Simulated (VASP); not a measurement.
# Au: single point with PBE

Au:

```
CELL_PARAMETERS angstrom
4.12163 0.00000 0.00000
0.00000 4.12163 0.00000
0.00000 0.00000 4.12163
ATOMIC_POSITIONS crystal
Au 0.50000 0.00000 0.00000
Au 0.00000 0.50000 0.00000
Au 0.00000 0.00000 0.50000
```

| Item | Value |
| --- | --- |
| Program | VASP 6.6.1 |
| Task | single point |
| Functional | PBE |
| Potentials or basis | VASP PAW PBE potentials, release 64 (Au) |
| Cutoff | 400 eV |
| k mesh | 8 × 8 × 8 |
| Occupations | gaussian, width 0.1 eV |
| Spin | no spin polarisation |
| Dipole correction | no |
| Further INCAR settings | ALGO = Normal; EDIFF = 1e-06; NBANDS = 24 |

```json
{
  "Pressure": "-8.5 GPa"
}
```

Levels at points of the mesh, in eV from the Fermi level:
| k point | band 12 | band 13 | band 14 | band 15 | band 16 | band 17 | band 18 | band 19 | band 20 | band 21 |
| --- | --- | --- | --- | --- | --- | --- | --- | --- | --- | --- |
| (0.00, 0.00, 0.00) | -1.96 | -1.26 | -1.01 | -1.01 | -1.01 | 3.15 | 3.15 | 3.15 | 5.80 | 5.80 |
| (0.50, 0.00, 0.00) | -2.78 | -2.48 | -2.48 | -2.38 | -1.88 | -1.00 | 5.78 | 6.28 | 6.28 | 8.27 |
| (0.50, 0.50, 0.00) | -2.90 | -2.86 | -2.45 | -2.14 | -1.86 | 0.77 | 0.77 | 1.58 | 8.94 | 9.86 |
| (0.50, 0.50, 0.50) | -2.18 | -1.27 | -1.27 | -1.27 | -0.09 | 1.79 | 1.79 | 1.79 | 2.95 | 2.95 |

Run time: 26 s on 1 thread of Intel(R) Xeon(R) Platinum 8375C CPU @ 2.90GHz (Ice Lake), with other jobs on the host, peak memory 0.17 GiB.

Caveat: spin-orbit coupling is left out, which moves the levels of the heavy elements.
